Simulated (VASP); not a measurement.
A run of VASP 6.6.1 is set up as follows.

The input INCAR:

```
SYSTEM = SnSe2
ALGO     = Normal         ! electronic algorithm
EDIFF    = 1E-8           ! SCF threshold, eV
ENCUT    = 520            ! plane-wave cutoff, eV
GGA      = RE             ! functional
ISIF     = 2              ! what is computed and relaxed
ISMEAR   = -1             ! smearing method
LASPH    = .TRUE.         ! aspherical terms in the spheres
LCHARG   = .FALSE.        ! write CHGCAR
LEFG     = .TRUE.       
LREAL    = .FALSE.        ! projectors in reciprocal space
LWAVE    = .FALSE.        ! write WAVECAR
NBANDS   = 20             ! bands
NELM     = 60             ! most SCF steps
PREC     = Accurate       ! precision mode
SIGMA    = 0.02           ! smearing width, eV
```

File KPOINTS:

```
k-points
0
G
  13 13 7
  0 0 0
```

The input POSCAR:

```
SnSe2
1.0
    3.8110000000      0.0000000000      0.0000000000
   -1.9055000000      3.3004228138      0.0000000000
    0.0000000000      0.0000000000      6.1360000000
Sn Se
1 2
Direct
    0.0000000000      0.0000000000      0.0000000000
    0.3333333333      0.6666666667      0.2490000000
    0.6666666667      0.3333333333      0.7510000000
```

Potentials or basis: VASP PAW PBE potentials, release 64 (Sn_d, Se).

The run is started by

```bash
$ cat potpaw_PBE.64/Sn_d/POTCAR potpaw_PBE.64/Se/POTCAR > POTCAR
$ mpirun -np 1 vasp_std > vasp.out
```

Q: Predict the pressure.

A: 6.9 GPa.

Q: Estimate the band gap on the k mesh.

A: 0.76 eV (least direct gap 1.19 eV).

Q: Estimate the largest force.

A: 0.835 eV/Å.

Forces in eV/Å, atoms in the order of the input:
```
Sn   0.000  0.000  0.000
Se   0.000  0.000  0.835
Se   0.000  0.000 -0.835
```

Caveat: the cell stands under pressure; without QUAD_EFG the Cq values of the log hold for a quadrupole moment of 1 mb, not for the nuclei; the PAW data sets were made with another functional, which shifts forces and pressure a little; spin-orbit coupling is left out, which moves the levels of the heavy elements; an odd mesh through Γ misses points on the zone boundary, where band edges can lie; this functional lacks dispersion, which binds the layers, so the pressure and a relaxed spacing across them are unreliable.
